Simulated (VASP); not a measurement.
Cu3N: single point with r2SCAN

Crystal: Cu3N.

```xyz
4
Lattice="3.7120 0.0000 0.0000 0.0000 3.7120 0.0000 0.0000 0.0000 3.7120" Properties=species:S:1:pos:R:3 pbc="T T T"
Cu    1.8560    0.0000    0.0000
Cu    0.0000    1.8560    0.0000
Cu    0.0000    0.0000    1.8560
N     0.0000    0.0000    0.0000
```

This cell differs from its parent crystal: volume changed by -6%.

```json
{
  "Program": "VASP 6.6.1",
  "Task": "single point",
  "Functional": "r2SCAN",
  "Potentials or basis": "VASP PAW PBE potentials, release 64 (Cu, N)",
  "Cutoff": "660 eV",
  "k mesh": "6 × 6 × 6",
  "Occupations": "fermi-dirac, width 0.02 eV",
  "Spin": "no spin polarisation",
  "Dipole correction": "no",
  "Further INCAR settings": "ALGO = Normal; EDIFF = 1e-06; NBANDS = 27"
}
```

| Property | Result |
| --- | --- |
| Pressure | 10.1 GPa |
| Band gap on the k mesh | 0.03 eV, indirect (least direct gap 0.64 eV) |

Levels at points of the mesh, in eV from the valence-band top:
| k point | band 16 | band 17 | band 18 | band 19 | band 20 | band 21 | band 22 | band 23 |
| --- | --- | --- | --- | --- | --- | --- | --- | --- |
| (0.00, 0.00, 0.00) | -2.16 | -2.16 | -2.16 | -2.08 | 1.38 | 5.98 | 5.98 | 7.12 |
| (0.50, 0.00, 0.00) | -2.52 | -2.16 | -1.67 | -1.67 | 2.03 | 3.63 | 7.73 | 7.73 |
| (0.50, 0.50, 0.00) | -2.50 | -1.25 | -1.25 | -0.83 | 0.03 | 4.28 | 5.33 | 5.33 |
| (0.50, 0.50, 0.50) | -2.19 | 0.00 | 0.00 | 0.00 | 0.70 | 0.70 | 0.70 | 6.35 |

Wall time 48 s on 1 thread of Intel(R) Xeon(R) 6975P-C (Granite Rapids), with other jobs on the host, peak memory 0.19 GiB.

Caveat: the PAW data sets were made with another functional, which shifts forces and pressure a little. A k mesh can miss the band edges.
